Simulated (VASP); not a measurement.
Input of a VASP 6.6.1 run:

INCAR

```
PREC = Accurate
ENCUT = 520
EDIFF = 1E-6
ISMEAR = -1
SIGMA = 0.05
LREAL = F
LASPH = T
NELM = 100
ALGO = Normal
ISIF = 2
LWAVE = F
LCHARG = F
GGA = PS
NBANDS = 12
```

Contents of KPOINTS:

```
Automatic mesh
0
Gamma
  14 14 14
```

The input POSCAR:

```
Ti
1.0
   -1.6410000000      1.6410000000      1.6902300000
    1.6410000000     -1.6410000000      1.6902300000
    1.6410000000      1.6410000000     -1.6902300000
Ti
1
Direct
    0.0000000000      0.0000000000      0.0000000000
```

Potentials or basis: VASP PAW PBE potentials, release 64 (Ti_sv).

Launch:

```sh
$ cat potpaw_PBE.64/Ti_sv/POTCAR > POTCAR
$ mpirun -np 1 vasp_std > vasp.out
```

What does it give for the band gap on the k mesh?

Zero (bands 6 and 7 overlap by 1.51 eV).

Predict the pressure.

-9.3 GPa.

Stress tensor (GPa, compression positive):
```
-9.52  0.00  0.00
 0.00 -9.52  0.00
 0.00  0.00 -8.87
```

Caveat: the cell differs from its parent crystal (zz strain of +3 %); the cell stands under tension; the PAW data sets were made with another functional, which shifts forces and pressure a little.
